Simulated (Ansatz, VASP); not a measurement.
K in VASP and in Ansatz

```
CELL_PARAMETERS angstrom
6.16266 -4.77810 0.00000
6.16266 4.77810 0.00000
0.00000 0.00000 9.66415
ATOMIC_POSITIONS crystal
K 0.75019 0.75019 0.50000
K 0.24981 0.24981 0.50000
K 0.25030 0.74970 0.24963
K 0.75030 0.24970 0.25037
K 0.74981 0.74981 0.00000
K 0.25019 0.25019 0.00000
K 0.24970 0.75030 0.74963
K 0.74970 0.25030 0.75037
```

Alike in both runs: functional PBEsol; k mesh 6 × 6 × 4; occupations gaussian, width 0.1 eV; no spin polarisation.

Ansatz relaxed the structure, and its values are those at the end. VASP's run is a single point on that final structure, the one shown.

|  | VASP | Ansatz |
| --- | --- | --- |
| version | VASP 6.6.1 | Ansatz 0.2.0 |
| potentials or method | VASP PAW PBE potentials, release 64 (K_sv), cutoff 520 eV | scalar-relativistic, plane waves, PAW |
| valence electrons in the cell | 72 | 72 |

|  | VASP | Ansatz | Ansatz less VASP |
| --- | --- | --- | --- |
| gap on the k mesh at the Fermi level (eV) | none | none | - |
| pressure (GPa) | 0.0 | 0.0 | +0.01 |

VASP's potentials were made for PBE, not for PBEsol. A gap of «none» marks a metal or a gap that the smearing closes.
